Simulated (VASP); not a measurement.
## Li2CF2: single point with PBE

The system is Li2CF2.

```xyz
5
Lattice="3.0382 0.0000 0.0000 -1.5191 2.6311 0.0000 0.0000 0.0000 9.0075" Properties=species:S:1:pos:R:3 pbc="T T T"
Li    0.0000    1.7541    3.4477
Li    1.5191    0.8770    5.5598
C     0.0000    0.0000    0.0000
F     0.0000    1.7541    5.6413
F     1.5191    0.8770    3.3662
```

The cell was built from a structure type or drawn by symmetry, and may not be a known phase.

```json
{
 "Program": "VASP 6.6.1",
 "Task": "single point",
 "Functional": "PBE",
 "Potentials or basis": "VASP PAW PBE potentials, release 64 (Li_sv, C, F)",
 "Cutoff": "520 eV",
 "k mesh": "12 × 12 × 6",
 "Occupations": "gaussian, width 0.1 eV",
 "Spin": "collinear spin",
 "Starting moments": "[0.0, 0.0, 1.09, 0.0, 0.0] μB",
 "Dipole correction": "no",
 "Further INCAR settings": "ALGO = Fast; EDIFF = 1e-06; NBANDS = 24"
}
```

The net moment is 1.03 μB per cell, the site moments are Li -0.00; C +0.51; F +0.01 μB and the valence electrons inside the program's atomic spheres are Li 2.10; C 1.94; F 6.16.

Levels at points of the mesh, in eV from the Fermi level:
Spin up:
```
           k point  band 10  band 11  band 12  band 13  band 14  band 15  band 16  band 17
(0.00, 0.00, 0.00)    -2.30    -2.30    -1.00     2.27     2.27     6.02     7.78     9.07
(0.50, 0.00, 0.00)    -2.65    -2.20    -1.62    -0.01     1.49     8.99    10.02    10.55
(0.00, 0.00, 0.50)    -2.30    -2.26    -1.14     2.27     2.27     6.67     6.76     9.63
(0.50, 0.00, 0.50)    -2.64    -2.24    -1.61     0.00     1.49     9.46     9.60    10.12
```
Spin down:
| k point | band 8 | band 9 | band 10 | band 11 | band 12 | band 13 | band 14 | band 15 |
| --- | --- | --- | --- | --- | --- | --- | --- | --- |
| (0.00, 0.00, 0.00) | -2.51 | -2.32 | -2.29 | -2.29 | 0.96 | 3.13 | 3.13 | 6.13 |
| (0.50, 0.00, 0.00) | -3.05 | -2.64 | -2.63 | -2.19 | -0.96 | 2.31 | 2.46 | 9.11 |
| (0.00, 0.00, 0.50) | -2.51 | -2.29 | -2.29 | -2.24 | 0.87 | 3.13 | 3.13 | 6.92 |
| (0.50, 0.00, 0.50) | -3.05 | -2.64 | -2.62 | -2.20 | -0.96 | 2.31 | 2.47 | 9.46 |

Run time: 3.3 min on 1 thread of Intel(R) Xeon(R) 6975P-C (Granite Rapids), on a shared host, peak memory 0.38 GiB.
